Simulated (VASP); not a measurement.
# Ti (Cmme) in VASP: single point with PBEsol

Aim: the single point of Ti with PBEsol.

Everything below comes from runs of VASP 6.6.1. Logs are shortened: lines on timing, memory, paths and dates and some standing lists are left out, and cuts for length are marked.

**1. The cell of the first run**

Symmetry: Cmme, No. 67, orthorhombic system. Conventional cell: a = 3.282 Å, b = 4.641 Å, c = 9.133 Å, α = 90.00°, β = 90.00°, γ = 90.00°. Ti (site symmetry mm2) has 14 Ti at 2.72 to 3.28 Å within 3.6 Å. Within 3.7 Å of Ti (site symmetry mm2) lie 14 Ti at 2.84 to 3.28 Å.

**2. Single point, PBEsol (the distance across one plane changed)**

Input file INCAR:

```
PREC     = Accurate       # precision mode
ENCUT    = 520            # plane-wave cutoff, eV
EDIFF    = 1E-7           # SCF threshold, eV
ISMEAR   = 0              # smearing method
SIGMA    = 0.15           # smearing width, eV
LREAL    = F              # projectors in reciprocal space
LASPH    = T              # aspherical terms in the spheres
NELM     = 80             # most SCF steps
ALGO     = Fast           # electronic algorithm
ISIF     = 2              # what is computed and relaxed
LWAVE    = F              # write WAVECAR
LCHARG   = F              # write CHGCAR
GGA      = PS             # functional
NBANDS   = 32             # bands
```

Input file KPOINTS:

```
regular mesh
0
Gamma
  17 17 5
```

Input file POSCAR:

```
Ti
1.0
   -1.6410000000      1.6410000000     -1.6410000000
   -1.6410000000     -1.6410000000      1.6410000000
    0.0000000000      6.4579339828      6.4579339828
Ti
4
Direct
    0.0000000000      0.0000000000      0.8893711232
    0.5000000000      0.5000000000      0.1270530176
    0.0000000000      0.0000000000      0.3811590528
    0.5000000000      0.5000000000      0.6352650880
```

Potentials or basis: VASP PAW PBE potentials, release 64 (Ti_sv).

On the command line:

```console
$ cat potpaw_PBE.64/Ti_sv/POTCAR > POTCAR
$ mpirun -np 1 vasp_std > vasp.out
```

OUTCAR:

```text
PREC = Accurate
   ENCUT = 520
   EDIFF = 1E-7
   ISMEAR = 0
   LREAL = F
   LASPH = T
   NELM = 80
   ISIF = 2
   GGA = PS

 ion  position               nearest neighbor table
   1  0.000  0.000  0.889-   2 2.72   2 2.72   4 2.84   4 2.84
   2  0.500  0.500  0.127-   1 2.72   1 2.72   3 2.84   3 2.84
   3  0.000  0.000  0.381-   4 2.84   4 2.84   2 2.84   2 2.84
   4  0.500  0.500  0.635-   3 2.84   3 2.84   1 2.84   1 2.84

  LATTYP: Found a base centered orthorhombic cell.
 ALAT       =     3.2820000000
 B/A-ratio  =     1.4142135624
 C/A-ratio  =     2.7827232856

  Lattice vectors:

 A1 = (  -1.6410000000,   1.6410000000,  -1.6410000000)
 A2 = (  -1.6410000000,  -1.6410000000,   1.6410000000)
 A3 = (   0.0000000000,   6.4579339828,   6.4579339828)

Analysis of symmetry for initial positions (statically):
=====================================================================
 Subroutine PRICEL returns:
 Original cell was already a primitive cell.

 Routine SETGRP: Setting up the symmetry group for a
 base centered orthorhombic supercell.

 Subroutine GETGRP returns: Found  8 space group operations
 (whereof  4 operations were pure point group operations)
 out of a pool of  8 trial point group operations.

The static configuration has the point symmetry C_2v.
 The point group associated with its full space group is D_2h.

Analysis of symmetry for dynamics (positions and initial velocities):
=====================================================================
 Subroutine PRICEL returns:
 Original cell was already a primitive cell.

 Routine SETGRP: Setting up the symmetry group for a
 base centered orthorhombic supercell.

 Subroutine GETGRP returns: Found  8 space group operations
 (whereof  4 operations were pure point group operations)
 out of a pool of  8 trial point group operations.

The dynamic configuration has the point symmetry C_2v.
 The point group associated with its full space group is D_2h.

 Subroutine INISYM returns: Found  8 space group operations
 (whereof  4 operations are pure point group operations),
 and found     1 'primitive' translations

----------------------------------------------------------------------------------------

                                     Primitive cell

  volume of cell :      69.5618

  direct lattice vectors                    reciprocal lattice vectors
    -1.641000000  1.641000000 -1.641000000    -0.304692261  0.152346130 -0.152346130
    -1.641000000 -1.641000000  1.641000000    -0.304692261 -0.152346130  0.152346130
     0.000000000  6.457933983  6.457933983     0.000000000  0.077424142  0.077424142

  length of vectors
     2.842295375  2.842295375  9.132897823     0.373170284  0.373170284  0.109494272

  position of ions in fractional coordinates (direct lattice)
     0.000000000  0.000000000  0.889371123
     0.500000000  0.500000000  0.127053018
     0.000000000  0.000000000  0.381159053
     0.500000000  0.500000000  0.635265088

  ion indices of the primitive-cell ions
   primitive index   ion index
                 1           1
                 2           2
                 3           3
                 4           4

----------------------------------------------------------------------------------------

 KPOINTS: regular mesh

Automatic generation of k-mesh.
 Grid dimensions read from file:
 generate k-points for:   17   17    5

 Generating k-lattice:

  Cartesian coordinates                     Fractional coordinates (reciprocal lattice)
    -0.017923074  0.008961537 -0.008961537     0.058823529  0.000000000  0.000000000
    -0.017923074 -0.008961537  0.008961537     0.000000000  0.058823529  0.000000000
     0.000000000  0.015484828  0.015484828     0.000000000  0.000000000  0.200000000

  Length of vectors
     0.021951193  0.021951193  0.021898854

  Shift w.r.t. Gamma in fractional coordinates (k-lattice)
     0.000000000  0.000000000  0.000000000

 Subroutine IBZKPT returns following result:
 ===========================================

 Found    243 irreducible k-points:

 Following reciprocal coordinates:
            Coordinates               Weight
  0.000000  0.000000  0.000000      1.000000
  0.058824  0.000000  0.000000      4.000000
  0.117647  0.000000  0.000000      4.000000
  0.176471  0.000000  0.000000      4.000000
  0.235294  0.000000  0.000000      4.000000
  0.294118  0.000000  0.000000      4.000000
[... 16 lines left out ...]
 -0.176471  0.058824  0.000000      4.000000
 -0.117647  0.058824  0.000000      4.000000
 [... further k-points ...]
   k-points           NKPTS =    243   k-points in BZ     NKDIM =    243   number of bands    NBANDS=     32
   number of dos      NEDOS =    301   number of ions     NIONS =      4
   total plane-waves  NPLWV =  40320
   dimension x,y,z NGX =    24 NGY =   24 NGZ =   70
   dimension x,y,z NGXF=    48 NGYF=   48 NGZF=  140
   ions per type =               4
   NGX,Y,Z   is equivalent  to a cutoff of  14.04, 14.04, 12.74 a.u.
   NGXF,Y,Z  is equivalent  to a cutoff of  28.08, 28.08, 25.48 a.u.
 SYSTEM =  unknown system
   PREC   = accura    normal or accurate (medium, high low for compatibility)
   ISTART =      0    job   : 0-new  1-cont  2-samecut
   ICHARG =      2    charge: 1-file 2-atom 10-const
   ISPIN  =      1    spin polarized calculation?
   LNONCOLLINEAR =      F non collinear calculations
   LSORBIT =      F    spin-orbit coupling
   LASPH  =      T    aspherical Exc in radial PAW
   ENCUT  =  520.0 eV  38.22 Ry    6.18 a.u.   5.28  5.28 16.98*2*pi/ulx,y,z
   NELM   =     80;   NELMIN=  2; NELMDL= -5     # of ELM steps
   EDIFF  = 0.1E-06   stopping-criterion for ELM
   LREAL  =      F    real-space projection
   EDIFFG = 0.1E-05   stopping-criterion for IOM
   NSW    =      0    number of steps for IOM
   IBRION =     -1    ionic relax: 0-MD 1-quasi-New 2-CG
   NFREE  =      0    steps in history (QN), initial steepest desc. (CG)
   ISIF   =      2    stress and relaxation
   ISYM   =      2    0-nonsym 1-usesym 2-fastsym
   POTIM  = 0.5000    time-step for ionic-motion
   TEBEG  =    0.0;   TEEND  =   0.0 temperature during run
   PSTRESS=    0.0 pullay stress
   NELECT =      48.0000    total number of electrons
   NUPDOWN=      -1.0000    fix difference up-down
   EMIN   =  10.00;   EMAX   =-10.00  energy-range for DOS
   EFERMI =   0.00;   METHOD = LEGACY
   ISMEAR =     0;   SIGMA  =   0.15  broadening in eV -4-tet -1-fermi 0-gaus
   EFERMI_NEDOS =   21; number of points for ismear=-14 and -15
   IALGO  =     68    algorithm
   IMIX   =      4    mixing-type and parameters
     AMIX     =   0.40;   BMIX     =  1.00
     AMIX_MAG =   1.60;   BMIX_MAG =  1.00
  volume/ion in A,a.u.               =      17.39       117.36
  Fermi-wavevector in a.u.,A,eV,Ry     =   1.446655  2.733782 28.474421  2.092811
  Thomas-Fermi vector in A             =   2.564699
   LORBIT       =      0    0 simple, 1 ext, 2 COOP (PROOUT), +10 PAW based schemes
   GGA     = PS    functional components
   LHFCALC =     F    Hartree Fock is set to
   AEXX    =    0.0000 exact exchange contribution
   IVDW    =     0    specifies the selected vdW correction
   LEPSILON=     F    determine dielectric tensor
   LRPA    =     F    only Hartree local field effects (RPA)
 non-spin polarized calculation
 RMM-DIIS sequential band-by-band and
 Gauss-broadening in eV      SIGMA  =   0.15
  energy-cutoff  :      520.00
  volume of cell :       69.56
 maximum number of plane-waves:      1892
 NGX is ok and might be reduce to    24
   NGX = 11   NGY = 11   NGZ = 33

 number of electron      47.9999994 magnetization

 Free energy of the ion-electron system (eV)
  ---------------------------------------------------
  ext. energy  EPLUGINS =         0.00000000
  ---------------------------------------------------
  free energy    TOTEN  =       -32.91446689 eV

  energy without entropy =      -32.81174228  energy(sigma->0) =      -32.86310458

 E-fermi :   7.9401     XC(G=0): -11.6238

 val. band max:        7.9399731018   @ k =  -0.4706   0.2941   0.4000
 cond. band min:       7.9418453130   @ k =   0.3529   0.0000   0.4000
 fundamental gap:      0.0018722112
 Fermi energy:         7.9400725059

 k-point     1 :       0.0000    0.0000    0.0000
  band No.  band energies     occupation
      1     -48.3758      2.00000
      2     -48.3105      2.00000
      3     -48.2753      2.00000
      4     -48.1766      2.00000
      5     -24.9995      2.00000
      6     -24.6828      2.00000
[... 24 lines left out ...]
     31      10.3634      0.00000
     32      10.3998      0.00000

 k-point     2 :       0.0588    0.0000    0.0000
  band No.  band energies     occupation
      1     -48.3728      2.00000
      2     -48.3087      2.00000
      3     -48.2727      2.00000
      4     -48.1756      2.00000
      5     -24.9919      2.00000
      6     -24.6891      2.00000
[... 24 lines left out ...]
     31      10.2959      0.00000
     32      10.4308      0.00000

 k-point     3 :       0.1176    0.0000    0.0000
  band No.  band energies     occupation
      1     -48.3642      2.00000
      2     -48.3036      2.00000
      3     -48.2651      2.00000
      4     -48.1727      2.00000
      5     -24.9693      2.00000
      6     -24.7088      2.00000
[... 24 lines left out ...]
     31      10.2044      0.00000
     32      10.4928      0.00000

 k-point     4 :       0.1765    0.0000    0.0000
  band No.  band energies     occupation
      1     -48.3510      2.00000
      2     -48.2960      2.00000
      3     -48.2534      2.00000
      4     -48.1687      2.00000
      5     -24.9331      2.00000
      6     -24.7440      2.00000
[... 654 lines left out ...]
     31       9.9940      0.00000
     32      10.4301      0.00000

 k-point    23 :      -0.1765    0.0588    0.0000
  band No.  band energies     occupation
      1     -48.3533      2.00000
      2     -48.2946      2.00000
      3     -48.2547      2.00000
      4     -48.1649      2.00000
      5     -24.9502      2.00000
      6     -24.7132      2.00000
[... 24 lines left out ...]
     31       9.8438      0.00000
     32      10.3587      0.00000

 k-point    24 :      -0.1176    0.0588    0.0000
  band No.  band energies     occupation
      1     -48.3649      2.00000
      2     -48.3022      2.00000
      3     -48.2653      2.00000
      4     -48.1698      2.00000
      5     -24.9784      2.00000
      6     -24.6872      2.00000
[... 24 lines left out ...]
     31       9.9406      0.00000
     32      10.3044      0.00000

 [... further k-points ...]

------------------------ aborting loop because EDIFF is reached ----------------------------------------

  FORCE on cell =-STRESS in cart. coord.  units (eV):
  Direction    XX          YY          ZZ          XY          YZ          ZX
  --------------------------------------------------------------------------------------
  -------------------------------------------------------------------------------------
  Total       -2.2120608     -2.3302239     -2.3302239      0.0000000      0.2922884      0.0000000
  in kB      -50.9491444    -53.6707282    -53.6707282      0.0000000      6.7321140      0.0000000
  external PRESSURE =     -52.7635336 kB  Pullay stress =       0.0000000 kB

 VOLUME and BASIS-vectors are now :
 -----------------------------------------------------------------------------
  energy-cutoff  :      520.00
  volume of cell :       69.56
      direct lattice vectors                 reciprocal lattice vectors
    -1.641000000  1.641000000 -1.641000000    -0.304692261  0.152346130 -0.152346130
    -1.641000000 -1.641000000  1.641000000    -0.304692261 -0.152346130  0.152346130
     0.000000000  6.457933983  6.457933983     0.000000000  0.077424142  0.077424142

 POSITION                                       TOTAL-FORCE (eV/Angst)
 -----------------------------------------------------------------------------------
      0.00000      5.74350      5.74350         0.000000     -0.185442     -0.185442
     -1.64100      0.82050      0.82050        -0.000000      0.185442      0.185442
      0.00000      2.46150      2.46150         0.000000      0.058412      0.058412
     -1.64100      4.10250      4.10250        -0.000000     -0.058412     -0.058412
 -----------------------------------------------------------------------------------
    total drift:                               -0.000000     -0.000015     -0.000015

  FREE ENERGIE OF THE ION-ELECTRON SYSTEM (eV)
  ---------------------------------------------------
  free  energy   TOTEN  =       -32.9144668882 eV

  energy  without entropy=      -32.8117422764  energy(sigma->0) =      -32.86310458
```

It took 20 min on 1 thread of Intel Xeon 6975P-C (Granite Rapids), shared host; peak memory 0.48 GiB.

What came out:

| Property | Result |
| --- | --- |
| Free energy | -32.9145 eV |
| Pressure | -5.3 GPa |
| Largest force | 0.262 eV/Å |
| Band gap on the k mesh | zero (bands 24 and 25 overlap by 1.27 eV) |

Forces on the atoms (eV/Å):
```
Ti   0.000 -0.185 -0.185
Ti   0.000  0.185  0.185
Ti   0.000  0.058  0.058
Ti   0.000 -0.058 -0.058
```

Stress tensor (GPa, compression positive):
```
-5.09  0.00  0.00
 0.00 -5.37  0.67
 0.00  0.67 -5.37
```

Levels at points of the mesh, in eV from the Fermi level:
```tsv
k point	band 20	band 21	band 22	band 23	band 24	band 25	band 26	band 27	band 28	band 29
(0.00, 0.00, 0.00)	-2.45	-0.43	0.20	0.31	0.40	0.60	0.87	1.00	1.06	1.41
```

Caveat: the cell differs from its parent crystal (the distance across one plane changed); the cell stands under tension; the PAW data sets were made with another functional, which shifts forces and pressure a little.
